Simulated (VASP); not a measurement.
# PbS (CsCl type) (Pm-3m) in VASP: single point with PBE

Aim: the single point of PbS (CsCl type) with PBE.

All numbers are computed with VASP 6.6.1; they aren't measurements. Logs are shortened: lines on timing, memory, paths and dates and some standing lists are left out, and cuts for length are marked.

**1. The cell of the first run**

The structure is cubic, space group Pm-3m (No. 221). Conventional cell: a = 3.652 Å, b = 3.652 Å, c = 3.652 Å, α = 90.00°, β = 90.00°, γ = 90.00°. Pb (site symmetry m-3m) has 8 S at 3.16 Å and 6 Pb at 3.65 Å within 4.2 Å. Within 4.2 Å of S (site symmetry m-3m) lie 8 Pb at 3.16 Å and 6 S at 3.65 Å.

**2. Single point, PBE**

The input, INCAR:

```
SYSTEM = PbS
PREC     = Accurate       ! precision mode
ENCUT    = 520            ! plane-wave cutoff, eV
EDIFF    = 1E-7           ! SCF threshold, eV
ISMEAR   = -1             ! smearing method
SIGMA    = 0.1            ! smearing width, eV
LREAL    = .FALSE.        ! projectors in reciprocal space
LASPH    = .TRUE.         ! aspherical terms in the spheres
NELM     = 100            ! most SCF steps
ALGO     = Normal         ! electronic algorithm
ISIF     = 2              ! what is computed and relaxed
LWAVE    = .FALSE.        ! write WAVECAR
LCHARG   = .TRUE.         ! write CHGCAR
GGA      = PE             ! functional
LELF     = .TRUE.         ! ELF
LVHAR    = .TRUE.       
NBANDS   = 17             ! bands
```

The input, KPOINTS:

```
regular mesh
0
G
  12 12 12
  0 0 0
```

The input, POSCAR:

```
PbS
1.0
    3.6521854029      0.0000000000      0.0000000000
    0.0000000000      3.6521854029      0.0000000000
    0.0000000000      0.0000000000      3.6521854029
Pb S
1 1
Direct
    0.0000000000      0.0000000000      0.0000000000
    0.5000000000      0.5000000000      0.5000000000
```

Potentials or basis: VASP PAW PBE potentials, release 64 (Pb_d, S).

Launch:

```console
cat potpaw_PBE.64/Pb_d/POTCAR potpaw_PBE.64/S/POTCAR > POTCAR
mpirun -np 1 vasp_std > vasp.out
```

OUTCAR:

```text
SYSTEM = PbS
   PREC = Accurate
   ENCUT = 520
   EDIFF = 1E-7
   ISMEAR = -1
   LREAL = .FALSE.
   LASPH = .TRUE.
   NELM = 100
   ISIF = 2
   GGA = PE

 ion  position               nearest neighbor table
   1  0.000  0.000  0.000-   2 3.16   2 3.16   2 3.16   2 3.16   2 3.16   2 3.16   2 3.16   2 3.16

   2  0.500  0.500  0.500-   1 3.16   1 3.16   1 3.16   1 3.16   1 3.16   1 3.16   1 3.16   1 3.16

  LATTYP: Found a simple cubic cell.
 ALAT       =     3.6521854029

  Lattice vectors:

 A1 = (   3.6521854029,   0.0000000000,   0.0000000000)
 A2 = (   0.0000000000,   3.6521854029,   0.0000000000)
 A3 = (   0.0000000000,   0.0000000000,   3.6521854029)

Analysis of symmetry for initial positions (statically):
=====================================================================
 Subroutine PRICEL returns:
 Original cell was already a primitive cell.

 Routine SETGRP: Setting up the symmetry group for a
 simple cubic supercell.

 Subroutine GETGRP returns: Found 48 space group operations
 (whereof 48 operations were pure point group operations)
 out of a pool of 48 trial point group operations.

The static configuration has the point symmetry O_h .

Analysis of symmetry for dynamics (positions and initial velocities):
=====================================================================
 Subroutine PRICEL returns:
 Original cell was already a primitive cell.

 Routine SETGRP: Setting up the symmetry group for a
 simple cubic supercell.

 Subroutine GETGRP returns: Found 48 space group operations
 (whereof 48 operations were pure point group operations)
 out of a pool of 48 trial point group operations.

The dynamic configuration has the point symmetry O_h .

 Subroutine INISYM returns: Found 48 space group operations
 (whereof 48 operations are pure point group operations),
 and found     1 'primitive' translations

----------------------------------------------------------------------------------------

                                     Primitive cell

  volume of cell :      48.7145

  direct lattice vectors                    reciprocal lattice vectors
     3.652185403  0.000000000  0.000000000     0.273808662  0.000000000  0.000000000
     0.000000000  3.652185403  0.000000000     0.000000000  0.273808662  0.000000000
     0.000000000  0.000000000  3.652185403     0.000000000  0.000000000  0.273808662

  length of vectors
     3.652185403  3.652185403  3.652185403     0.273808662  0.273808662  0.273808662

  position of ions in fractional coordinates (direct lattice)
     0.000000000  0.000000000  0.000000000
     0.500000000  0.500000000  0.500000000

  ion indices of the primitive-cell ions
   primitive index   ion index
                 1           1
                 2           2

----------------------------------------------------------------------------------------

 KPOINTS: regular mesh

Automatic generation of k-mesh.
 Grid dimensions read from file:
 generate k-points for:   12   12   12

 Generating k-lattice:

  Cartesian coordinates                     Fractional coordinates (reciprocal lattice)
     0.022817389  0.000000000  0.000000000     0.083333333  0.000000000  0.000000000
     0.000000000  0.022817389  0.000000000     0.000000000  0.083333333  0.000000000
     0.000000000  0.000000000  0.022817389     0.000000000  0.000000000  0.083333333

  Length of vectors
     0.022817389  0.022817389  0.022817389

  Shift w.r.t. Gamma in fractional coordinates (k-lattice)
     0.000000000  0.000000000  0.000000000

 Subroutine IBZKPT returns following result:
 ===========================================

 Found     84 irreducible k-points:

 Following reciprocal coordinates:
            Coordinates               Weight
  0.000000  0.000000  0.000000      1.000000
  0.083333  0.000000  0.000000      6.000000
  0.166667  0.000000  0.000000      6.000000
  0.250000  0.000000  0.000000      6.000000
  0.333333  0.000000  0.000000      6.000000
  0.416667  0.000000  0.000000      6.000000
[... 16 lines left out ...]
  0.333333  0.333333  0.000000     12.000000
  0.416667  0.333333  0.000000     24.000000
 [... further k-points ...]
   k-points           NKPTS =     84   k-points in BZ     NKDIM =     84   number of bands    NBANDS=     17
   number of dos      NEDOS =    301   number of ions     NIONS =      2
   total plane-waves  NPLWV =  21952
   dimension x,y,z NGX =    28 NGY =   28 NGZ =   28
   dimension x,y,z NGXF=    56 NGYF=   56 NGZF=   56
   ions per type =               1   1
   NGX,Y,Z   is equivalent  to a cutoff of  12.75, 12.75, 12.75 a.u.
   NGXF,Y,Z  is equivalent  to a cutoff of  25.49, 25.49, 25.49 a.u.
 SYSTEM =  PbS
   PREC   = accura    normal or accurate (medium, high low for compatibility)
   ISTART =      0    job   : 0-new  1-cont  2-samecut
   ICHARG =      2    charge: 1-file 2-atom 10-const
   ISPIN  =      1    spin polarized calculation?
   LNONCOLLINEAR =      F non collinear calculations
   LSORBIT =      F    spin-orbit coupling
   LASPH  =      T    aspherical Exc in radial PAW
   ENCUT  =  520.0 eV  38.22 Ry    6.18 a.u.   6.79  6.79  6.79*2*pi/ulx,y,z
   NELM   =    100;   NELMIN=  2; NELMDL= -5     # of ELM steps
   EDIFF  = 0.1E-06   stopping-criterion for ELM
   LREAL  =      F    real-space projection
   EDIFFG = 0.1E-05   stopping-criterion for IOM
   NSW    =      0    number of steps for IOM
   IBRION =     -1    ionic relax: 0-MD 1-quasi-New 2-CG
   NFREE  =      0    steps in history (QN), initial steepest desc. (CG)
   ISIF   =      2    stress and relaxation
   ISYM   =      2    0-nonsym 1-usesym 2-fastsym
   POTIM  = 0.5000    time-step for ionic-motion
   TEBEG  =    0.0;   TEEND  =   0.0 temperature during run
   PSTRESS=    0.0 pullay stress
   NELECT =      20.0000    total number of electrons
   NUPDOWN=      -1.0000    fix difference up-down
   EMIN   =  10.00;   EMAX   =-10.00  energy-range for DOS
   EFERMI =   0.00;   METHOD = LEGACY
   ISMEAR =    -1;   SIGMA  =   0.10  broadening in eV -4-tet -1-fermi 0-gaus
   EFERMI_NEDOS =   21; number of points for ismear=-14 and -15
   IALGO  =     38    algorithm
   IMIX   =      4    mixing-type and parameters
     AMIX     =   0.40;   BMIX     =  1.00
     AMIX_MAG =   1.60;   BMIX_MAG =  1.00
  volume/ion in A,a.u.               =      24.36       164.37
  Fermi-wavevector in a.u.,A,eV,Ry     =   1.216743  2.299310 20.142913  1.480462
  Thomas-Fermi vector in A             =   2.352086
   LORBIT       =      0    0 simple, 1 ext, 2 COOP (PROOUT), +10 PAW based schemes
   GGA     = PE    functional components
   LHFCALC =     F    Hartree Fock is set to
   AEXX    =    0.0000 exact exchange contribution
   IVDW    =     0    specifies the selected vdW correction
   LEPSILON=     F    determine dielectric tensor
   LRPA    =     F    only Hartree local field effects (RPA)
 non-spin polarized calculation
  energy-cutoff  :      520.00
  volume of cell :       48.71
 maximum number of plane-waves:      1357
 NGX is ok and might be reduce to    28
   NGX = 13   NGY = 13   NGZ = 13

 number of electron      19.9999995 magnetization

 Free energy of the ion-electron system (eV)
  ---------------------------------------------------
  ext. energy  EPLUGINS =         0.00000000
  ---------------------------------------------------
  free energy    TOTEN  =        -8.26654962 eV

  energy without entropy =       -8.24952381  energy(sigma->0) =       -8.25803672

 E-fermi :   6.1392     XC(G=0): -10.1773

 val. band max:        6.1289287770   @ k =   0.1667   0.1667   0.1667
 cond. band min:       6.2474234557   @ k =   0.4167   0.4167   0.4167
 fundamental gap:      0.1184946787
 Fermi energy:         6.1392050732

 k-point     1 :       0.0000    0.0000    0.0000
  band No.  band energies     occupation
      1     -10.7790      2.00000
      2     -10.7790      2.00000
      3     -10.5678      2.00000
      4     -10.5678      2.00000
      5     -10.5678      2.00000
      6      -7.0206      2.00000
[... 9 lines left out ...]
     16      18.8593      0.00000
     17      18.9040      0.00000

 k-point     2 :       0.0833    0.0000    0.0000
  band No.  band energies     occupation
      1     -10.7783      2.00000
      2     -10.7684      2.00000
      3     -10.5716      2.00000
      4     -10.5716      2.00000
      5     -10.5674      2.00000
      6      -6.9615      2.00000
[... 9 lines left out ...]
     16      18.7684      0.00000
     17      18.7759      0.00000

 k-point     3 :       0.1667    0.0000    0.0000
  band No.  band energies     occupation
      1     -10.7765      2.00000
      2     -10.7397      2.00000
      3     -10.5823      2.00000
      4     -10.5823      2.00000
      5     -10.5663      2.00000
      6      -6.7886      2.00000
[... 9 lines left out ...]
     16      18.5474      0.00000
     17      18.6863      0.00000

 k-point     4 :       0.2500    0.0000    0.0000
  band No.  band energies     occupation
      1     -10.7740      2.00000
      2     -10.7006      2.00000
      3     -10.5968      2.00000
      4     -10.5968      2.00000
      5     -10.5649      2.00000
      6      -6.5168      2.00000
[... 9 lines left out ...]
     16      17.3738      0.00000
     17      18.8853      0.00000

 k-point     5 :       0.3333    0.0000    0.0000
  band No.  band energies     occupation
      1     -10.7716      2.00000
      2     -10.6617      2.00000
      3     -10.6112      2.00000
      4     -10.6112      2.00000
      5     -10.5634      2.00000
      6      -6.1831      2.00000
[... 9 lines left out ...]
     16      16.5583      0.00000
     17      18.8774      0.00000

 k-point     6 :       0.4167    0.0000    0.0000
  band No.  band energies     occupation
      1     -10.7697      2.00000
      2     -10.6333      2.00000
      3     -10.6218      2.00000
      4     -10.6218      2.00000
      5     -10.5624      2.00000
      6      -5.8706      2.00000
[... 9 lines left out ...]
     16      18.3511      0.00000
     17      18.8704      0.00000

 k-point     7 :       0.5000    0.0000    0.0000
  band No.  band energies     occupation
      1     -10.7690      2.00000
      2     -10.6255      2.00000
      3     -10.6255      2.00000
      4     -10.6230      2.00000
      5     -10.5620      2.00000
      6      -5.7314      2.00000
[... 9 lines left out ...]
     16      18.8678      0.00000
     17      19.9524      0.00000

 k-point     8 :       0.0833    0.0833    0.0000
  band No.  band energies     occupation
      1     -10.7728      2.00000
      2     -10.7627      2.00000
      3     -10.5759      2.00000
      4     -10.5716      2.00000
      5     -10.5709      2.00000
      6      -6.9027      2.00000
[... 9 lines left out ...]
     16      18.2650      0.00000
     17      18.2748      0.00000
[... 203 lines left out ...]
      1     -10.7344      2.00000
      2     -10.6538      2.00000
      3     -10.6424      2.00000
      4     -10.5941      2.00000
      5     -10.5912      2.00000
      6      -6.0477      2.00000
[... 9 lines left out ...]
     16      16.3605      0.00000
     17      16.5898      0.00000

 k-point    20 :       0.3333    0.2500    0.0000
  band No.  band energies     occupation
      1     -10.7262      2.00000
      2     -10.6645      2.00000
      3     -10.6190      2.00000
      4     -10.6066      2.00000
      5     -10.5905      2.00000
      6      -5.7527      2.00000
[... 9 lines left out ...]
     16      16.4372      0.00000
     17      17.3630      0.00000

 k-point    21 :       0.4167    0.2500    0.0000
  band No.  band energies     occupation
      1     -10.7221      2.00000
      2     -10.6805      2.00000
      3     -10.6166      2.00000
      4     -10.5917      2.00000
      5     -10.5891      2.00000
      6      -5.4922      2.00000
[... 9 lines left out ...]
     16      16.7963      0.00000
     17      18.2657      0.00000

 k-point    22 :       0.5000    0.2500    0.0000
  band No.  band energies     occupation
      1     -10.7207      2.00000
      2     -10.6863      2.00000
      3     -10.6202      2.00000
      4     -10.5886      2.00000
      5     -10.5815      2.00000
      6      -5.3828      2.00000
[... 9 lines left out ...]
     16      17.0414      0.00000
     17      17.9522      0.00000

 k-point    23 :       0.3333    0.3333    0.0000
  band No.  band energies     occupation
      1     -10.7137      2.00000
      2     -10.6902      2.00000
      3     -10.6052      2.00000
      4     -10.6030      2.00000
      5     -10.5876      2.00000
      6      -5.4939      2.00000
[... 9 lines left out ...]
     16      16.3864      0.00000
     17      18.0786      0.00000

 k-point    24 :       0.4167    0.3333    0.0000
  band No.  band energies     occupation
      1     -10.7094      2.00000
      2     -10.7065      2.00000
      3     -10.6140      2.00000
      4     -10.6023      2.00000
      5     -10.5620      2.00000
      6      -5.2759      2.00000
[... 9 lines left out ...]
     16      16.3932      0.00000
     17      17.2619      0.00000

 [... further k-points ...]

------------------------ aborting loop because EDIFF is reached ----------------------------------------

  FORCE on cell =-STRESS in cart. coord.  units (eV):
  Direction    XX          YY          ZZ          XY          YZ          ZX
  --------------------------------------------------------------------------------------
  -------------------------------------------------------------------------------------
  Total       -0.0244025     -0.0244025     -0.0244025      0.0000000      0.0000000     -0.0000000
  in kB       -0.8025765     -0.8025765     -0.8025765      0.0000000      0.0000000     -0.0000000
  external PRESSURE =      -0.8025765 kB  Pullay stress =       0.0000000 kB

 VOLUME and BASIS-vectors are now :
 -----------------------------------------------------------------------------
  energy-cutoff  :      520.00
  volume of cell :       48.71
      direct lattice vectors                 reciprocal lattice vectors
     3.652185403  0.000000000  0.000000000     0.273808662  0.000000000  0.000000000
     0.000000000  3.652185403  0.000000000     0.000000000  0.273808662  0.000000000
     0.000000000  0.000000000  3.652185403     0.000000000  0.000000000  0.273808662

 POSITION                                       TOTAL-FORCE (eV/Angst)
 -----------------------------------------------------------------------------------
      0.00000      0.00000      0.00000         0.000000      0.000000      0.000000
      1.82609      1.82609      1.82609         0.000000      0.000000      0.000000
 -----------------------------------------------------------------------------------
    total drift:                               -0.000000      0.000000      0.000000

  FREE ENERGIE OF THE ION-ELECTRON SYSTEM (eV)
  ---------------------------------------------------
  free  energy   TOTEN  =        -8.2665496192 eV

  energy  without entropy=       -8.2495238134  energy(sigma->0) =       -8.25803672
```

Run time: 57 s. Hardware: 1 thread of Intel Xeon 6975P-C (Granite Rapids), shared host; peak memory 0.2 GiB.

Results:

```yaml
Free_energy: -8.2665 eV
Pressure: -0.1 GPa
Band_gap_on_the_k_mesh: zero (band 10 reaches 6.13 eV, above the bottom of band 11 at 5.66 eV)
```

Levels at points of the mesh, in eV from the Fermi level:
| k point | band 7 | band 8 | band 9 | band 10 | band 11 | band 12 | band 13 | band 14 |
| --- | --- | --- | --- | --- | --- | --- | --- | --- |
| (0.00, 0.00, 0.00) | -6.74 | -1.61 | -1.61 | -1.61 | 5.47 | 5.47 | 6.51 | 6.51 |
| (0.50, 0.00, 0.00) | -9.02 | -0.50 | -0.50 | -0.14 | 0.31 | 3.93 | 3.93 | 6.70 |
| (0.50, 0.50, 0.00) | -7.27 | -4.45 | -4.45 | -0.31 | 4.18 | 4.18 | 5.92 | 7.18 |
| (0.50, 0.50, 0.50) | -5.97 | -2.40 | -2.40 | -2.40 | -0.48 | -0.48 | -0.48 | 13.70 |

Caveat: spin-orbit coupling is left out, which moves the levels of the heavy elements.
